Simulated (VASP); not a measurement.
# KCl (P1) in VASP: single point with PBEsol

Aim: the single point of KCl with PBEsol.

All numbers are computed with VASP 6.6.1; they aren't measurements. Logs are shortened: lines on timing, memory, paths and dates and some standing lists are left out, and cuts for length are marked.

### 1 The cell of the first run

The typed cell holds 4 atoms: a = 4.413 Å, b = 4.413 Å, c = 7.644 Å, α = 73.22°, β = 73.22°, γ = 60.00°.

### 2 Single point, PBEsol (atoms displaced along several vibrational modes)

File INCAR:

```
PREC     = Accurate       # precision mode
ENCUT    = 520            # plane-wave cutoff, eV
EDIFF    = 1E-6           # SCF threshold, eV
ISMEAR   = 0              # smearing method
SIGMA    = 0.05           # smearing width, eV
LREAL    = F              # projectors in reciprocal space
LASPH    = T              # aspherical terms in the spheres
NELM     = 60             # most SCF steps
ALGO     = Normal         # electronic algorithm
ISIF     = 2              # what is computed and relaxed
LWAVE    = F              # write WAVECAR
LCHARG   = F              # write CHGCAR
GGA      = PS             # functional
NBANDS   = 24             # bands
```

File KPOINTS:

```
Automatic mesh
0
Gamma
  6 6 6
```

File POSCAR:

```
KCl
1.0
    0.0000000000     -3.1207041401     -3.1207041401
   -3.1207041401      0.0000000000     -3.1207041401
    3.1207041401      3.1207041401     -6.2414082803
K Cl
2 2
Direct
    0.4970831081      0.5177561323      0.4951189298
    0.0322033128      0.9724817274     -0.0048810702
    0.7338497987      0.7553834004      0.7553834004
    0.2338497987      0.2553834004      0.2553834004
```

Potentials or basis: VASP PAW PBE potentials, release 64 (K_sv, Cl).

Command:

```sh
$ cat potpaw_PBE.64/K_sv/POTCAR potpaw_PBE.64/Cl/POTCAR > POTCAR
$ mpirun -np 1 vasp_std > vasp.out
```

OUTCAR:

```text
PREC = Accurate
   ENCUT = 520
   EDIFF = 1E-6
   ISMEAR = 0
   LREAL = F
   LASPH = T
   NELM = 60
   ISIF = 2
   GGA = PS

 ion  position               nearest neighbor table
   1  0.497  0.518  0.495-   4 3.05   4 3.05   3 3.11   4 3.14   3 3.19   3 3.19
   2  0.032  0.972  0.995-   3 2.94   4 3.06   3 3.11   4 3.14   3 3.20
   3  0.734  0.755  0.755-   2 2.94   1 3.11   2 3.11   1 3.19   1 3.19   2 3.20
   4  0.234  0.255  0.255-   1 3.05   1 3.05   2 3.06   1 3.14   2 3.14

  LATTYP: Found a trigonal (rhomboedric) cell.
 ALAT       =     7.6441327815
 COS(alpha) =     0.8333333333

  Lattice vectors:

 A1 = (   3.1207041401,   6.2414082802,  -3.1207041402)
 A2 = (   6.2414082802,   3.1207041401,  -3.1207041402)
 A3 = (   3.1207041401,   3.1207041401,  -6.2414082803)

Analysis of symmetry for initial positions (statically):
=====================================================================
 Subroutine PRICEL returns:
 Original cell was already a primitive cell.

 Routine SETGRP: Setting up the symmetry group for a
 trigonal (rhombohedral) supercell.

 Subroutine GETGRP returns: Found  1 space group operations
 (whereof  1 operations were pure point group operations)
 out of a pool of 12 trial point group operations.

The static configuration has the point symmetry C_1 .

Analysis of symmetry for dynamics (positions and initial velocities):
=====================================================================
 Subroutine PRICEL returns:
 Original cell was already a primitive cell.

 Routine SETGRP: Setting up the symmetry group for a
 trigonal (rhombohedral) supercell.

 Subroutine GETGRP returns: Found  1 space group operations
 (whereof  1 operations were pure point group operations)
 out of a pool of 12 trial point group operations.

The dynamic configuration has the point symmetry C_1 .

 Subroutine INISYM returns: Found  1 space group operations
 (whereof  1 operations are pure point group operations),
 and found     1 'primitive' translations

----------------------------------------------------------------------------------------

                                     Primitive cell

  volume of cell :     121.5676

  direct lattice vectors                    reciprocal lattice vectors
     0.000000000 -3.120704140 -3.120704140     0.080110125 -0.240330376 -0.080110125
    -3.120704140  0.000000000 -3.120704140    -0.240330376  0.080110125 -0.080110125
     3.120704140  3.120704140 -6.241408280     0.080110125  0.080110125 -0.080110125

  length of vectors
     4.413342119  4.413342119  7.644132782     0.265695228  0.265695228  0.138754807

  position of ions in fractional coordinates (direct lattice)
     0.497083108  0.517756132  0.495118930
     0.032203313  0.972481727  0.995118930
     0.733849799  0.755383400  0.755383400
     0.233849799  0.255383400  0.255383400

  ion indices of the primitive-cell ions
   primitive index   ion index
                 1           1
                 2           2
                 3           3
                 4           4

----------------------------------------------------------------------------------------

 KPOINTS: Automatic mesh

Automatic generation of k-mesh.
 Grid dimensions read from file:
 generate k-points for:    6    6    6

 Generating k-lattice:

  Cartesian coordinates                     Fractional coordinates (reciprocal lattice)
     0.013351688 -0.040055063 -0.013351688     0.166666667  0.000000000  0.000000000
    -0.040055063  0.013351688 -0.013351688     0.000000000  0.166666667  0.000000000
     0.013351688  0.013351688 -0.013351688     0.000000000  0.000000000  0.166666667

  Length of vectors
     0.044282538  0.044282538  0.023125801

  Shift w.r.t. Gamma in fractional coordinates (k-lattice)
     0.000000000  0.000000000  0.000000000

 Subroutine IBZKPT returns following result:
 ===========================================

 Found    112 irreducible k-points:

 Following reciprocal coordinates:
            Coordinates               Weight
  0.000000  0.000000  0.000000      1.000000
  0.166667  0.000000  0.000000      2.000000
  0.000000  0.166667  0.000000      2.000000
 -0.166667 -0.166667 -0.166667      2.000000
  0.333333  0.000000  0.000000      2.000000
  0.000000  0.333333  0.000000      2.000000
[... 16 lines left out ...]
 -0.166667  0.500000  0.000000      2.000000
 -0.333333  0.500000  0.500000      2.000000
 [... further k-points ...]
   k-points           NKPTS =    112   k-points in BZ     NKDIM =    112   number of bands    NBANDS=     24
   number of dos      NEDOS =    301   number of ions     NIONS =      4
   total plane-waves  NPLWV =  77760
   dimension x,y,z NGX =    36 NGY =   36 NGZ =   60
   dimension x,y,z NGXF=    72 NGYF=   72 NGZF=  120
   ions per type =               2   2
   NGX,Y,Z   is equivalent  to a cutoff of  13.56, 13.56, 13.05 a.u.
   NGXF,Y,Z  is equivalent  to a cutoff of  27.12, 27.12, 26.10 a.u.
 SYSTEM =  unknown system
   PREC   = accura    normal or accurate (medium, high low for compatibility)
   ISTART =      0    job   : 0-new  1-cont  2-samecut
   ICHARG =      2    charge: 1-file 2-atom 10-const
   ISPIN  =      1    spin polarized calculation?
   LNONCOLLINEAR =      F non collinear calculations
   LSORBIT =      F    spin-orbit coupling
   LASPH  =      T    aspherical Exc in radial PAW
   ENCUT  =  520.0 eV  38.22 Ry    6.18 a.u.   8.21  8.21 14.21*2*pi/ulx,y,z
   NELM   =     60;   NELMIN=  2; NELMDL= -5     # of ELM steps
   EDIFF  = 0.1E-05   stopping-criterion for ELM
   LREAL  =      F    real-space projection
[... 7 lines left out ...]
   TEBEG  =    0.0;   TEEND  =   0.0 temperature during run
   PSTRESS=    0.0 pullay stress
   NELECT =      32.0000    total number of electrons
   NUPDOWN=      -1.0000    fix difference up-down
   EMIN   =  10.00;   EMAX   =-10.00  energy-range for DOS
   EFERMI =   0.00;   METHOD = LEGACY
   ISMEAR =     0;   SIGMA  =   0.05  broadening in eV -4-tet -1-fermi 0-gaus
   EFERMI_NEDOS =   21; number of points for ismear=-14 and -15
   IALGO  =     38    algorithm
   IMIX   =      4    mixing-type and parameters
     AMIX     =   0.40;   BMIX     =  1.00
     AMIX_MAG =   1.60;   BMIX_MAG =  1.00
  volume/ion in A,a.u.               =      30.39       205.09
  Fermi-wavevector in a.u.,A,eV,Ry     =   1.049185  1.982673 14.977157  1.100790
  Thomas-Fermi vector in A             =   2.184138
   LORBIT       =      0    0 simple, 1 ext, 2 COOP (PROOUT), +10 PAW based schemes
   GGA     = PS    functional components
   LHFCALC =     F    Hartree Fock is set to
   AEXX    =    0.0000 exact exchange contribution
   IVDW    =     0    specifies the selected vdW correction
   LEPSILON=     F    determine dielectric tensor
   LRPA    =     F    only Hartree local field effects (RPA)
 non-spin polarized calculation
 Gauss-broadening in eV      SIGMA  =   0.05
  energy-cutoff  :      520.00
  volume of cell :      121.57
 maximum number of plane-waves:      3292
 NGX is ok and might be reduce to    36
   NGX = 17   NGY = 17   NGZ = 29

 number of electron      31.9999999 magnetization

 Free energy of the ion-electron system (eV)
  ---------------------------------------------------
  ext. energy  EPLUGINS =         0.00000000
  ---------------------------------------------------
  free energy    TOTEN  =       -14.01079839 eV

  energy without entropy =      -14.01079839  energy(sigma->0) =      -14.01079839

 E-fermi :  -1.6039     XC(G=0):  -7.8228

 val. band max:       -1.8147506292   @ k =   0.0000   0.0000   0.0000
 cond. band min:       3.2924214574   @ k =   0.0000   0.0000   0.0000
 fundamental gap:      5.1071720866
 Fermi energy:        -1.6038543778

 k-point     1 :       0.0000    0.0000    0.0000
  band No.  band energies     occupation
      1     -28.7871      2.00000
      2     -28.7709      2.00000
      3     -14.1315      2.00000
      4     -13.9373      2.00000
      5     -12.3269      2.00000
      6     -12.3248      2.00000
[... 16 lines left out ...]
     23       7.4077      0.00000
     24       7.4523      0.00000

 k-point     2 :       0.1667    0.0000    0.0000
  band No.  band energies     occupation
      1     -28.7844      2.00000
      2     -28.7695      2.00000
      3     -14.0759      2.00000
      4     -13.9816      2.00000
      5     -12.3689      2.00000
      6     -12.3342      2.00000
[... 16 lines left out ...]
     23       7.6235      0.00000
     24       7.9371      0.00000

 k-point     3 :       0.0000    0.1667    0.0000
  band No.  band energies     occupation
      1     -28.7844      2.00000
      2     -28.7695      2.00000
      3     -14.0756      2.00000
      4     -13.9803      2.00000
      5     -12.3654      2.00000
      6     -12.3346      2.00000
[... 16 lines left out ...]
     23       7.6425      0.00000
     24       7.9496      0.00000

 k-point     4 :      -0.1667   -0.1667   -0.1667
  band No.  band energies     occupation
      1     -28.7844      2.00000
      2     -28.7695      2.00000
      3     -14.0759      2.00000
      4     -13.9803      2.00000
      5     -12.3648      2.00000
      6     -12.3367      2.00000
[... 16 lines left out ...]
     23       7.6592      0.00000
     24       7.9289      0.00000

 k-point     5 :       0.3333    0.0000    0.0000
  band No.  band energies     occupation
      1     -28.7788      2.00000
      2     -28.7669      2.00000
      3     -14.0284      2.00000
      4     -13.9904      2.00000
      5     -12.4341      2.00000
      6     -12.3510      2.00000
[... 16 lines left out ...]
     23       8.0749      0.00000
     24       8.2376      0.00000

 k-point     6 :       0.0000    0.3333    0.0000
  band No.  band energies     occupation
      1     -28.7788      2.00000
      2     -28.7670      2.00000
      3     -14.0238      2.00000
      4     -13.9899      2.00000
      5     -12.4302      2.00000
      6     -12.3502      2.00000
[... 16 lines left out ...]
     23       8.0891      0.00000
     24       8.2495      0.00000
[... 379 lines left out ...]
 k-point    21 :      -0.3333    0.1667    0.1667
  band No.  band energies     occupation
      1     -28.7759      2.00000
      2     -28.7657      2.00000
      3     -14.0069      2.00000
      4     -13.9890      2.00000
      5     -12.4095      2.00000
      6     -12.3857      2.00000
[... 16 lines left out ...]
     23       8.2387      0.00000
     24       8.8009      0.00000

 k-point    22 :      -0.1667    0.3333   -0.1667
  band No.  band energies     occupation
      1     -28.7760      2.00000
      2     -28.7657      2.00000
      3     -14.0024      2.00000
      4     -13.9901      2.00000
      5     -12.4097      2.00000
      6     -12.3860      2.00000
[... 16 lines left out ...]
     23       8.2800      0.00000
     24       8.7665      0.00000

 k-point    23 :      -0.1667    0.5000    0.0000
  band No.  band energies     occupation
      1     -28.7760      2.00000
      2     -28.7657      2.00000
      3     -14.0031      2.00000
      4     -13.9878      2.00000
      5     -12.4075      2.00000
      6     -12.3909      2.00000
[... 16 lines left out ...]
     23       8.3137      0.00000
     24       8.8155      0.00000

 k-point    24 :      -0.3333    0.5000    0.5000
  band No.  band energies     occupation
      1     -28.7759      2.00000
      2     -28.7658      2.00000
      3     -14.0017      2.00000
      4     -13.9897      2.00000
      5     -12.4037      2.00000
      6     -12.3932      2.00000
[... 16 lines left out ...]
     23       8.2703      0.00000
     24       8.8714      0.00000

 [... further k-points ...]
[... 5 lines left out ...]
  --------------------------------------------------------------------------------------
  -------------------------------------------------------------------------------------
  Total        0.1180414      0.4365006      0.0260875      0.0225478      0.0006352     -0.0085774
  in kB        1.5557041      5.7527788      0.3438155      0.2971651      0.0083713     -0.1130437
  external PRESSURE =       2.5507662 kB  Pullay stress =       0.0000000 kB

 VOLUME and BASIS-vectors are now :
 -----------------------------------------------------------------------------
  energy-cutoff  :      520.00
  volume of cell :      121.57
      direct lattice vectors                 reciprocal lattice vectors
     0.000000000 -3.120704140 -3.120704140     0.080110125 -0.240330376 -0.080110125
    -3.120704140  0.000000000 -3.120704140    -0.240330376  0.080110125 -0.080110125
     3.120704140  3.120704140 -6.241408280     0.080110125  0.080110125 -0.080110125

 POSITION                                       TOTAL-FORCE (eV/Angst)
 -----------------------------------------------------------------------------------
     -0.07064     -0.00613     -6.25725         0.105263      0.092042      0.023199
      0.07064      3.00497     -9.34627        -0.100433      0.281260     -0.022097
      0.00000      0.06720     -9.36211        -0.002913     -0.241891     -0.004460
      0.00000      0.06720     -3.12070        -0.001917     -0.131410      0.003358
 -----------------------------------------------------------------------------------
    total drift:                                0.000176     -0.000407      0.000054

  FREE ENERGIE OF THE ION-ELECTRON SYSTEM (eV)
  ---------------------------------------------------
  free  energy   TOTEN  =       -14.0107983899 eV

  energy  without entropy=      -14.0107983899  energy(sigma->0) =      -14.01079839
```

Wall time 3.4 min (1 thread of AMD EPYC 9R45 (Zen 5), shared host); peak memory 0.4 GiB.

What came out:

```
Free energy            : -14.0108 eV
Pressure               : 0.3 GPa
Largest force          : 0.299 eV/Å
Band gap on the k mesh : 5.11 eV
```

Forces on the atoms (eV/Å):
```
K    0.105  0.092  0.023
K   -0.100  0.281 -0.022
Cl  -0.003 -0.242 -0.004
Cl  -0.002 -0.131  0.003
```

Stress tensor (GPa, compression positive):
```
 0.16  0.03 -0.01
 0.03  0.58  0.00
-0.01  0.00  0.03
```

Caveat: the cell differs from its parent crystal (atoms displaced along several vibrational modes); the PAW data sets were made with another functional, which shifts forces and pressure a little. A k mesh can miss the band edges.
